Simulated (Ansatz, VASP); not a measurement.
# Bi: VASP beside Ansatz

POSCAR

```
Bi
1.0
    4.4709152952      0.0000000000      0.0000000000
   -2.2354576476      3.8719262238      0.0000000000
    0.0000000000      0.0000000000     11.4741300000
Bi
2
Direct
    0.3333333333      0.6666666667      0.2500000000
    0.6666666667      0.3333333333      0.7500000000
```

The input INCAR.step1:

```
SYSTEM = Bi
PREC = Accurate
ENCUT = 520
ISMEAR = 0
SIGMA = 0.15
LREAL = .False.
LASPH = .True.
NELM = 60
NBANDS = 22
GGA = PE
ALGO = Normal
EDIFF = 1E-4
LWAVE = .True.
LCHARG = .False.
```

File INCAR.step2:

```
SYSTEM = Bi
PREC = Accurate
ENCUT = 520
EDIFF = 1E-6
ISMEAR = 0
SIGMA = 0.15
LREAL = .False.
LASPH = .True.
NELM = 60
ALGO = Normal
ISIF = 2
LWAVE = .False.
LCHARG = .True.
METAGGA = R2SCAN
LMIXTAU = .True.
LELF = .True.
LVHAR = .True.
NBANDS = 22
ISTART = 1
```

The input KPOINTS:

```
regular mesh
0
Gamma
  12 12 4
  0 0 0
```

Input for Ansatz:

```yaml
crystal:
  lattice:
    - [4.4709152952, 0.0, 0.0]
    - [-2.2354576476, 3.8719262238, 0.0]
    - [0.0, 0.0, 11.47413]
  atoms:
    - { symbol: Bi, position: [0.3333333333, 0.6666666667, 0.25] }
    - { symbol: Bi, position: [0.6666666667, 0.3333333333, 0.75] }
basis:
  ecutwfc: 500
kpoints:
  mp_grid: { grid: [12, 12, 4] }
hamiltonian:
  xc: r2scan
scf:
  occupations: { method: gaussian, width: 0.15 }
output:
  forces: true
  stress: true
  eigenvalues: true
```

Change from the starting cell: strain -0.015 along x and y, -0.030 along z, atoms carried along.

Alike in both runs: task single point; functional r2SCAN; k mesh 12 × 12 × 4; occupations gaussian, width 0.15 eV; no spin polarisation.

```csv
,VASP,Ansatz
version,VASP 6.6.1,Ansatz 0.2.0
potentials or method,"VASP PAW PBE potentials, release 64 (Bi_d), cutoff 520 eV","scalar-relativistic, plane waves, PAW"
valence electrons in the cell,30,30
```

```tsv
	VASP	Ansatz	Ansatz less VASP
gap on the k mesh at the Fermi level (eV)	none	none	-
pressure (GPa)	-3.8	-3.8	+0.03
traceless stress, the component that is largest in VASP (GPa)	3.22	3.22	+0.001
```

VASP's potentials were made for PBE, not for r2SCAN. A gap of «none» marks a metal or a gap that the smearing closes. With one functional, cell and mesh, what is left measures potentials, basis and numerics.

Neither program's run includes spin-orbit coupling.
